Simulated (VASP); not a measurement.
# AlN (Fm-3m) in VASP: a series of runs

AlN is run at these levels: PBE; tasks: G0W0 quasiparticle levels.

Program: VASP 6.6.1. These are calculated values, not measurements. Logs are shortened: lines on timing, memory, paths and dates and some standing lists are left out, and cuts for length are marked.

**1. The cell of the first run**

It takes space group Fm-3m (No. 225, cubic). Conventional cell: a = 4.159 Å, b = 4.159 Å, c = 4.159 Å, α = 90.00°, β = 90.00°, γ = 90.00°. Within 2.8 Å of Al (site symmetry m-3m) lie 6 N at 2.08 Å. Within 2.8 Å of N (site symmetry m-3m) lie 6 Al at 2.08 Å.

**2. G0W0 quasiparticle levels, PBE**

Contents of POSCAR:

```
AlN
1.0
    0.0000000000      2.0794345057      2.0794345057
    2.0794345057      0.0000000000      2.0794345057
    2.0794345057      2.0794345057      0.0000000000
Al N
1 1
Direct
    0.0000000000      0.0000000000      0.0000000000
    0.5000000000      0.5000000000      0.5000000000
```

Contents of INCAR.step1:

```
SYSTEM = AlN
PREC     = Accurate       ! precision mode
ENCUT    = 500            ! plane-wave cutoff, eV
EDIFF    = 1E-8           ! SCF threshold, eV
ISMEAR   = 0              ! smearing method
SIGMA    = 0.01           ! smearing width, eV
LREAL    = .False.        ! projectors in reciprocal space
LASPH    = .True.         ! aspherical terms in the spheres
NELM     = 60             ! most SCF steps
ALGO     = Normal         ! electronic algorithm
LWAVE    = .True.         ! write WAVECAR
LCHARG   = .False.        ! write CHGCAR
GGA      = PE             ! functional
```

Contents of INCAR.step2:

```
SYSTEM = AlN
PREC     = Accurate       ! precision mode
ENCUT    = 500            ! plane-wave cutoff, eV
EDIFF    = 1E-8           ! SCF threshold, eV
ISMEAR   = 0              ! smearing method
SIGMA    = 0.01           ! smearing width, eV
LREAL    = .False.        ! projectors in reciprocal space
LASPH    = .True.         ! aspherical terms in the spheres
NELM     = 1              ! most SCF steps
ALGO     = Exact          ! electronic algorithm
LWAVE    = .True.         ! write WAVECAR
LCHARG   = .False.        ! write CHGCAR
GGA      = PE             ! functional
NBANDS   = 79             ! bands
LOPTICS  = .True.         ! frequency-dependent dielectric function
ISTART   = 1
```

Contents of INCAR.step3:

```
SYSTEM = AlN
PREC     = Accurate       ! precision mode
ENCUT    = 500            ! plane-wave cutoff, eV
EDIFF    = 1E-8           ! SCF threshold, eV
ISMEAR   = 0              ! smearing method
SIGMA    = 0.01           ! smearing width, eV
LREAL    = .False.        ! projectors in reciprocal space
LASPH    = .True.         ! aspherical terms in the spheres
ALGO     = EVGW0          ! electronic algorithm
LWAVE    = .False.        ! write WAVECAR
LCHARG   = .False.        ! write CHGCAR
GGA      = PE             ! functional
NELMGW   = 1            
NBANDS   = 79             ! bands
ENCUTGW  = 150.0          ! cutoff of the response function
NOMEGA   = 96             ! frequency points
PRECFOCK = Fast         
ISTART   = 1            
NBANDSGW = 12           
OMEGAMAX = 20
```

Contents of KPOINTS:

```
Automatic mesh
0
Gamma
  6 6 6
  0 0 0
```

Potentials or basis: VASP PAW PBE potentials, release 64 (Al_GW, N_GW).

Run with:

```
$ cat potpaw_PBE.64/Al_GW/POTCAR potpaw_PBE.64/N_GW/POTCAR > POTCAR
$ cp INCAR.step1 INCAR
$ mpirun -np 1 vasp_std > vasp.out
$ cp INCAR.step2 INCAR
$ mpirun -np 1 vasp_std > vasp.out
$ cp INCAR.step3 INCAR
$ mpirun -np 1 vasp_std > vasp.out
```

OUTCAR:

```text
SYSTEM = AlN
   PREC = Accurate
   ENCUT = 500
   EDIFF = 1E-8
   ISMEAR = 0
   LREAL = .False.
   LASPH = .True.
   GGA = PE
   NELMGW = 1
   ENCUTGW = 150.0
   PRECFOCK = Fast
   ISTART = 1

 ion  position               nearest neighbor table
   1  0.000  0.000  0.000-   2 2.08   2 2.08   2 2.08   2 2.08   2 2.08   2 2.08
   2  0.500  0.500  0.500-   1 2.08   1 2.08   1 2.08   1 2.08   1 2.08   1 2.08

  LATTYP: Found a face centered cubic cell.
 ALAT       =     4.1588690114

  Lattice vectors:

 A1 = (   0.0000000000,   2.0794345057,   2.0794345057)
 A2 = (   2.0794345057,   0.0000000000,   2.0794345057)
 A3 = (   2.0794345057,   2.0794345057,   0.0000000000)

Analysis of symmetry for initial positions (statically):
=====================================================================
 Subroutine PRICEL returns:
 Original cell was already a primitive cell.

 Routine SETGRP: Setting up the symmetry group for a
 face centered cubic supercell.

 Subroutine GETGRP returns: Found 48 space group operations
 (whereof 48 operations were pure point group operations)
 out of a pool of 48 trial point group operations.

The static configuration has the point symmetry O_h .

Analysis of symmetry for dynamics (positions and initial velocities):
=====================================================================
 Subroutine PRICEL returns:
 Original cell was already a primitive cell.

 Routine SETGRP: Setting up the symmetry group for a
 face centered cubic supercell.

 Subroutine GETGRP returns: Found 48 space group operations
 (whereof 48 operations were pure point group operations)
 out of a pool of 48 trial point group operations.

The dynamic configuration has the point symmetry O_h .

 Subroutine INISYM returns: Found 48 space group operations
 (whereof 48 operations are pure point group operations),
 and found     1 'primitive' translations

----------------------------------------------------------------------------------------

                                     Primitive cell

  volume of cell :      17.9831

  direct lattice vectors                    reciprocal lattice vectors
     0.000000000  2.079434506  2.079434506    -0.240449987  0.240449987  0.240449987
     2.079434506  0.000000000  2.079434506     0.240449987 -0.240449987  0.240449987
     2.079434506  2.079434506  0.000000000     0.240449987  0.240449987 -0.240449987

  length of vectors
     2.940764480  2.940764480  2.940764480     0.416471594  0.416471594  0.416471594

  position of ions in fractional coordinates (direct lattice)
     0.000000000  0.000000000  0.000000000
     0.500000000  0.500000000  0.500000000

  ion indices of the primitive-cell ions
   primitive index   ion index
                 1           1
                 2           2

----------------------------------------------------------------------------------------

 KPOINTS: Automatic mesh

Automatic generation of k-mesh.
 Grid dimensions read from file:
 generate k-points for:    6    6    6

 Generating k-lattice:

  Cartesian coordinates                     Fractional coordinates (reciprocal lattice)
    -0.040074998  0.040074998  0.040074998     0.166666667  0.000000000  0.000000000
     0.040074998 -0.040074998  0.040074998     0.000000000  0.166666667  0.000000000
     0.040074998  0.040074998 -0.040074998     0.000000000  0.000000000  0.166666667

  Length of vectors
     0.069411932  0.069411932  0.069411932

  Shift w.r.t. Gamma in fractional coordinates (k-lattice)
     0.000000000  0.000000000  0.000000000

 Subroutine IBZKPT returns following result:
 ===========================================

 Found     16 irreducible k-points:

 Following reciprocal coordinates:
            Coordinates               Weight
  0.000000  0.000000  0.000000      1.000000
  0.166667  0.000000  0.000000      8.000000
  0.333333  0.000000  0.000000      8.000000
  0.500000  0.000000  0.000000      4.000000
  0.166667  0.166667  0.000000      6.000000
  0.333333  0.166667  0.000000     24.000000
[... 8 lines left out ...]
 -0.333333  0.333333  0.166667     24.000000
 -0.333333  0.500000  0.166667     12.000000
   k-points           NKPTS =     16   k-points in BZ     NKDIM =    216   number of bands    NBANDS=     79
   number of dos      NEDOS =    301   number of ions     NIONS =      2
   total plane-waves  NPLWV =  13824
   dimension x,y,z NGX =    24 NGY =   24 NGZ =   24
   dimension x,y,z NGXF=    48 NGYF=   48 NGZF=   48
   ions per type =               1   1
   NGX,Y,Z   is equivalent  to a cutoff of  13.57, 13.57, 13.57 a.u.
   NGXF,Y,Z  is equivalent  to a cutoff of  27.14, 27.14, 27.14 a.u.
 SYSTEM =  AlN
   PREC   = accura    normal or accurate (medium, high low for compatibility)
   ISTART =      1    job   : 0-new  1-cont  2-samecut
   ICHARG =      0    charge: 1-file 2-atom 10-const
   ISPIN  =      1    spin polarized calculation?
   LNONCOLLINEAR =      F non collinear calculations
   LSORBIT =      F    spin-orbit coupling
   LASPH  =      T    aspherical Exc in radial PAW
   ENCUT  =  500.0 eV  36.75 Ry    6.06 a.u.   5.36  5.36  5.36*2*pi/ulx,y,z
   NELM   =     60;   NELMIN=  2; NELMDL=  0     # of ELM steps
   EDIFF  = 0.1E-07   stopping-criterion for ELM
   LREAL  =      F    real-space projection
   EDIFFG = 0.1E-06   stopping-criterion for IOM
   NSW    =      0    number of steps for IOM
   IBRION =     -1    ionic relax: 0-MD 1-quasi-New 2-CG
   NFREE  =      0    steps in history (QN), initial steepest desc. (CG)
   ISIF   =      0    stress and relaxation
   ISYM   =      3    0-nonsym 1-usesym 2-fastsym
   POTIM  = 0.5000    time-step for ionic-motion
   TEBEG  =    0.0;   TEEND  =   0.0 temperature during run
   PSTRESS=    0.0 pullay stress
   NELECT =       8.0000    total number of electrons
   NUPDOWN=      -1.0000    fix difference up-down
   EMIN   =  10.00;   EMAX   =-10.00  energy-range for DOS
   EFERMI =   0.00;   METHOD = LEGACY
   ISMEAR =     0;   SIGMA  =   0.01  broadening in eV -4-tet -1-fermi 0-gaus
   EFERMI_NEDOS =   21; number of points for ismear=-14 and -15
   IALGO  =     38    algorithm
   IMIX   =      4    mixing-type and parameters
     AMIX     =   0.40;   BMIX     =  1.00
     AMIX_MAG =   1.60;   BMIX_MAG =  1.00
  volume/ion in A,a.u.               =       8.99        60.68
  Fermi-wavevector in a.u.,A,eV,Ry     =   1.249730  2.361648 21.249925  1.561825
  Thomas-Fermi vector in A             =   2.383757
   LORBIT       =      0    0 simple, 1 ext, 2 COOP (PROOUT), +10 PAW based schemes
   GGA     = PE    functional components
   LHFCALC =     T    Hartree Fock is set to
   PRECFOCK=fast      Normal, Fast or Accurate (Low or Medium for compatibility)
   ENCUT4O =  -1.0   cutoff for four orbital integrals eV
   NKREDX  =     1    reduce k-point grid by
   NKREDY  =     1    reduce k-point grid by
   NKREDZ  =     1    reduce k-point grid by
   AEXX    =    1.0000 exact exchange contribution
   HFSCREEN=    0.0000 screening length (either q_TF or 0.3 A-1)
   HFSCREENC=   0.0000 screening length for correlation (either q_TF or 0.3 A-1)
   ENCUTFOCK=  -1.0 apply spherical cutoff to Coloumb kernel
   IVDW    =     0    specifies the selected vdW correction
   LEPSILON=     F    determine dielectric tensor
   LRPA    =     F    only Hartree local field effects (RPA)
   LRPAFORCE           =     F    calculate RPA forces
   ENCUTGW             = 150.0    cutoff for response function in eV
   ENCUTGWSOFT         = 120.0    soft cutoff for Coulomb kernel in GW response function in eV
   ENCUTLF             =  -1.0    cutoff for local field effects
   NELMGW              =     1    number of iterations in solving QP/BSE equation
   NELMHF              =     1    number of iterations in the inner HF iteration
   NKREDLFX            =     1    NKREDLFY  =   1   NKREDLFZ  =   1
 non-spin polarized calculation
 Gauss-broadening in eV      SIGMA  =   0.01
  energy-cutoff  :      500.00
  volume of cell :       17.98
 maximum number of plane-waves:       471
 NGX is ok and might be reduce to    24
  NGX = 14; NGY = 14; NGZ = 14
   NGX = 11   NGY = 11   NGZ = 11
 maximum number of plane-waves:        81
 NGX is ok and might be reduce to    14

 QP shifts <psi_nk| G(iteration)W_0 |psi_nk>: iteration 1
 for sc-GW calculations column KS-energies equals QP-energies in previous step
 and V_xc(KS)=  KS-energies - (<T + V_ion + V_H > + <T+V_H+V_ion>^1  + <V_x>^1)

 k-point   1 :       0.0000    0.0000    0.0000
  band No.  KS-energies  QP-energies   sigma(KS)   V_xc(KS)     V^pw_x(r,r')   Z            occupation Imag(sigma)

      1      -9.0908     -10.5051     -16.4821     -14.5204     -24.5770       0.7209       2.0000       1.2500
      2       7.7217       7.0806     -17.9483     -17.1333     -20.6977       0.7867       2.0000       0.0312
      3       7.7217       7.0806     -17.9483     -17.1333     -20.6977       0.7867       2.0000       0.0312
      4       7.7217       7.0806     -17.9483     -17.1333     -20.6977       0.7867       2.0000       0.0312
      5      12.2340      13.1599     -13.1367     -14.2839      -9.0052       0.8071       0.0000      -0.0470
      6      19.5980      20.3285      -9.4827     -10.3843      -4.2978       0.8102       0.0000      -0.0720
      7      19.5980      20.3285      -9.4827     -10.3843      -4.2978       0.8102       0.0000      -0.0720
      8      19.5980      20.3285      -9.4827     -10.3843      -4.2978       0.8102       0.0000      -0.0720
      9      24.5134      24.6834      -9.0177      -9.2425      -2.4954       0.7564       0.0000      -0.3017
     10      24.8685      25.8211     -10.0323     -11.2307      -4.2974       0.7950       0.0000      -0.1950
     11      24.8685      25.8211     -10.0323     -11.2307      -4.2974       0.7950       0.0000      -0.1950
     12      25.1553      25.9529      -9.9088     -10.9734      -2.8620       0.7492       0.0000      -0.3769

 k-point   2 :       0.1667    0.0000    0.0000
  band No.  KS-energies  QP-energies   sigma(KS)   V_xc(KS)     V^pw_x(r,r')   Z            occupation Imag(sigma)
[... 225 lines left out ...]
      1      -5.1900      -6.3233     -18.3948     -16.8460     -26.0603       0.7317       2.0000       0.8715
      2       1.6060       0.4697     -14.9360     -13.4133     -18.9705       0.7463       2.0000       0.0824
      3       3.5521       2.5022     -15.5442     -14.1791     -19.0110       0.7692       2.0000       0.0542
      4       4.2610       3.3065     -15.6281     -14.3982     -18.8306       0.7761       2.0000       0.0467
      5      13.8383      14.7747     -11.3270     -12.4803      -6.9354       0.8119       0.0000      -0.0496
      6      15.8516      16.6260     -10.9301     -11.8827      -6.1923       0.8130       0.0000      -0.0573
      7      19.6003      20.7917     -13.3159     -14.8803      -7.3808       0.7616       0.0000      -0.1012
      8      20.3144      21.3050     -10.9553     -12.2383      -4.9864       0.7721       0.0000      -0.1247
      9      24.4832      25.4703     -11.6236     -12.9455      -4.5496       0.7468       0.0000      -0.3467
     10      28.2170      28.9398      -9.9436     -10.8759      -2.9385       0.7754       0.0000      -0.5841
     11      31.1851      32.2702     -10.9155     -12.2640      -3.9710       0.8047       0.0000      -0.7901
     12      33.6766      34.8388     -11.5531     -13.0520      -3.8324       0.7754       0.0000      -1.0689
```

It took 95 s on 1 thread of Intel Xeon 6975P-C (Granite Rapids), shared host; peak memory 0.33 GiB.

What came out:

- Quasiparticle gap: 5.22 eV
- Least direct quasiparticle gap: 6.08 eV
- Band gap of the starting levels on the mesh: 3.82 eV
- Least direct gap of the starting levels on the mesh: 4.51 eV

Caveat: the k points lie up to 0.44 Å⁻¹ apart; bands, screening cutoff and mesh are small and nothing is extrapolated, so the quasiparticle values aren't converged; the structure was generated, so it needn't be the stable form of AlN.

(Part 1 of 2 ends here.)
